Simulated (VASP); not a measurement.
Crystal: MgS.

```xyz
4
Lattice="4.0346 0.0000 0.0000 -2.0173 3.4941 0.0000 0.0000 0.0000 6.4323" Properties=species:S:1:pos:R:3 pbc="T T T"
Mg    2.0173    1.1647    3.1888
Mg    0.0000    2.3294    6.4050
S     0.0000    2.3294    2.4394
S     2.0173    1.1647    5.6555
```

```yaml
Program: VASP 6.6.1
Task: relaxation of cell and atoms
Functional: LDA
Potentials_or_basis: VASP PAW LDA potentials, release 64 (Mg, S)
Cutoff: 600 eV
k_mesh: 6 × 6 × 4
Occupations: gaussian, width 0.01 eV
Spin: no spin polarisation
```

At the start: pressure -2.4 GPa; volume 22.67 Å³/atom.

How do energy, volume and symmetry change on relaxing?

Over 3 steps the energy falls by 7.0 meV/atom and the volume is 21.76 Å³/atom (-4.0 %); space group P6_3mc (No. 186, to 0.05 Å).

The path:
```tsv
step	energy change (eV)	largest force (eV/Å)	pressure (GPa)	volume (Å³)
1	0.0000	0.0534	-2.36	90.68
2	-0.0271	0.0096	0.50	86.36
3	-0.0282	0.0176	0.01	87.02
```

Final structure:
```
CELL_PARAMETERS angstrom
3.98108 0.00000 0.00000
-1.99054 3.44772 0.00000
0.00000 0.00000 6.34006
ATOMIC_POSITIONS crystal
Mg 0.66667 0.33333 0.49609
Mg 0.33333 0.66667 0.99609
S 0.33333 0.66667 0.37890
S 0.66667 0.33333 0.87890
```
